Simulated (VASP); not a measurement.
Set up this calculation in VASP 6.6.1, as the native input.

| Property | Result |
| --- | --- |
| Task | relaxation of cell and atoms |
| Functional | PBE |
| Potentials or basis | VASP PAW PBE potentials, release 64 (Sr_sv) |
| Cutoff | 600 eV |
| k mesh | 6 × 6 × 8 |
| Occupations | fermi-dirac, width 0.1 eV |
| Spin | no spin polarisation |
| Target pressure | 3.6 GPa |
| Dipole correction | no |
| Further INCAR settings | ALGO = Normal; EDIFF = 1e-07; IBRION = 2; EDIFFG = -0.005; NSW = 32; ISIF = 3 |

The structure of Sr lies in POSCAR:

```
Sr
1.0
    6.3768088516      0.0000000000      0.0000000000
   -3.1884044258      5.5224784606      0.0000000000
    0.0000000000      0.0000000000      3.7589581487
Sr
3
Direct
    0.0000000000      0.0000000000      0.0000000000
    0.3333333333      0.6666666667      0.5000000000
    0.6666666667      0.3333333333      0.5000000000
```

The input as run:

INCAR

```
PREC = Accurate
ENCUT = 600
EDIFF = 1E-7
ISMEAR = -1
SIGMA = 0.1
LREAL = F
LASPH = T
NELM = 100
ALGO = Normal
ISIF = 3
LWAVE = F
LCHARG = F
GGA = PE
IBRION = 2
NSW = 32
EDIFFG = -0.005
PSTRESS = 36.0
```

KPOINTS

```
Automatic mesh
0
Gamma
  6 6 8
```

Potentials or basis: VASP PAW PBE potentials, release 64 (Sr_sv).

Command:

```bash
$ cat potpaw_PBE.64/Sr_sv/POTCAR > POTCAR
$ mpirun -np 1 vasp_std > vasp.out
```

It gave:

```json
{"Pressure after relaxing": "3.6 GPa", "Band gap on the k mesh": "zero (band 15 reaches 2.66 eV, above the bottom of band 16 at 2.15 eV)"}
```

Caveat: the relaxation stopped at its first step, so nothing moved; the cell is relaxed towards a set pressure, so the enthalpy falls and the energy may rise.

Wall time 3.1 min on 1 thread of Oxide Virtual Turin-like Processor (shared host), peak memory 0.27 GiB.
